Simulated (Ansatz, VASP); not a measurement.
EuOs in VASP and in Ansatz

File INCAR:

```
PREC     = Accurate       # precision mode
ENCUT    = 520            # plane-wave cutoff, eV
EDIFF    = 1E-6           # SCF threshold, eV
ISMEAR   = 0              # smearing method
SIGMA    = 0.05           # smearing width, eV
LREAL    = False          # projectors in reciprocal space
LASPH    = True           # aspherical terms in the spheres
NELM     = 150            # most SCF steps
ALGO     = Fast           # electronic algorithm
ISIF     = 2              # what is computed and relaxed
LWAVE    = False          # write WAVECAR
LCHARG   = False          # write CHGCAR
ISPIN    = 2              # spin polarisation
MAGMOM   = 7 0            # initial moments
LORBIT   = 11             # projections on sites
LMAXMIX  = 6              # l up to which the mixer works
GGA      = PE             # functional
NBANDS   = 24             # bands
```

File KPOINTS:

```
Automatic mesh
0
Gamma
  10 10 10
```

The input POSCAR:

```
EuOs
1.0
    3.4093843625      0.0000000000      0.0000000000
    0.0000000000      3.4093843625      0.0000000000
    0.0000000000      0.0000000000      3.4093843625
Eu Os
1 1
Direct
    0.0000000000      0.0000000000      0.0000000000
    0.5000000000      0.5000000000      0.5000000000
```

Input for Ansatz:

```yaml
crystal:
  lattice:
    - [3.4093843625, 0.0, 0.0]
    - [0.0, 3.4093843625, 0.0]
    - [0.0, 0.0, 3.4093843625]
  atoms:
    - { symbol: Eu, position: [0.0, 0.0, 0.0], spin: 7.0 }
    - { symbol: Os, position: [0.5, 0.5, 0.5] }
basis:
  ecutwfc: 420
  ecutrho_ratio: 4
kpoints:
  mp_grid: { grid: [10, 10, 10] }
hamiltonian:
  xc: pbe
scf:
  occupations: { method: gaussian, width: 0.05 }
output:
  forces: true
  stress: true
  eigenvalues: true
  populations: true
magnetization:
  spin_polarized: true
```

Alike in both runs: task single point; functional PBE; k mesh 10 × 10 × 10; occupations gaussian, width 0.05 eV; collinear spin.

```csv
,VASP,Ansatz
version,VASP 6.6.1,Ansatz 0.2.0
potentials or method,"VASP PAW PBE potentials, release 64 (Eu, Os), cutoff 520 eV","scalar-relativistic, plane waves, PAW"
valence electrons in the cell,25,33
```

|  | VASP | Ansatz | Ansatz less VASP |
| --- | --- | --- | --- |
| gap on the k mesh at the Fermi level (eV) | none | none | - |
| pressure (GPa) | 4.8 | 4.6 | -0.13 |
| net moment per atom (μB) | 2.93 | 2.93 | -0.003 |
| size of the moment on the site where the two differ most (μB) | 6.25 | 6.35 | +0.098 |

Site moments also hang on the region over which each program counts them. A gap of «none» marks a metal or a gap that the smearing closes. VASP's potentials hold 25 valence electrons a cell and Ansatz's 33, so a difference there can come from the potentials and not from the codes. Ansatz's warnings: stability check not made.

Neither program's run includes spin-orbit coupling.
